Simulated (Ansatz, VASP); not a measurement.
**BaO: VASP beside Ansatz**

```
CELL_PARAMETERS angstrom
0.00000 2.75000 2.75000
2.75000 0.00000 2.75000
2.75000 2.75000 0.00000
ATOMIC_POSITIONS crystal
Ba 0.00000 0.00000 0.00000
O 0.50000 0.50000 0.50000
```

Alike in both runs: task single point; functional PBE; k mesh 4 × 4 × 4; no spin polarisation.

```csv
,VASP,Ansatz
version,VASP 6.6.1,Ansatz 0.2.0
potentials or method,"VASP PAW PBE potentials, release 64 (Ba_sv, O), cutoff 600 eV","plane waves, PAW"
occupations,"gaussian, width 0.01 eV",fixed
valence electrons in the cell,16,16
```

```tsv
	VASP	Ansatz	Ansatz less VASP
gap on the k mesh at the Fermi level (eV)	1.89	1.96	+0.071
```

The k mesh is coarse, so the values compare programs but aren't converged. Neither program's run includes spin-orbit coupling.
